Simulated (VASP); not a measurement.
Re:

```
Re
1.0
     2.61445    0.00000    0.00000
     0.00000    2.61445    0.00000
     0.00000    0.00000    2.61445
Re
1
Direct
  0.00000 0.00000 0.00000
```

This cell differs from its parent crystal: volume scaled by 1.04.

Base run:

| Property | Result |
| --- | --- |
| Program | VASP 6.6.1 |
| Functional | PBE |
| Potentials or basis | VASP PAW PBE potentials, release 64 (Re_sv_GW) |
| Cutoff | 500 eV |
| k mesh | 14 × 14 × 14 |
| Occupations | fermi-dirac, width 0.1 eV |
| Spin | no spin polarisation |

Its results: pressure -11.8 GPa.

Q: The run is repeated on the same cell with these changes: potentials or basis from VASP PAW PBE potentials, release 64 (Re_sv_GW) to VASP PAW PBE potentials, release 64 (Re); cutoff from 500 eV to 520 eV; further incar settings from ALGO = Normal; EDIFF = 1e-06; NBANDS = 14 to ALGO = Normal; EDIFF = 1e-07; NBANDS = 10; valence electrons from 15 to 7. What comes out?

A: Pressure -10.8 GPa.
